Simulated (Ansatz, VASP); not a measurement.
SiC in VASP and in Ansatz

```
Si C
1.0
     0.00000    2.16441    2.16441
     2.16441    0.00000    2.16441
     2.16441    2.16441    0.00000
Si C
1 1
Direct
  0.00000 0.00000 0.00000
  0.75000 0.75000 0.75000
```

Alike in both runs: functional LDA; k mesh 12 × 12 × 12; occupations gaussian, width 0.02 eV; no spin polarisation.

Ansatz relaxed the structure, and its values are those at the end. VASP's run is a single point on that final structure, the one shown.

```csv
,VASP,Ansatz
version,VASP 6.6.1,Ansatz 0.2.0
potentials or method,"VASP PAW LDA potentials, release 64 (Si, C), cutoff 600 eV","scalar-relativistic, plane waves, PAW"
valence electrons in the cell,8,8
```

```csv
,VASP,Ansatz,Ansatz less VASP
gap on the k mesh at the Fermi level (eV),1.29,1.30,+0.013
least direct gap on the mesh (eV),4.52,4.54,+0.017
pressure (GPa),0.3,0.0,-0.25
```

Ansatz warns that its potentials were made for another functional, while VASP's fit it. LDA's correlation is that of Perdew and Zunger in VASP and of Perdew and Wang (1992) in Ansatz.
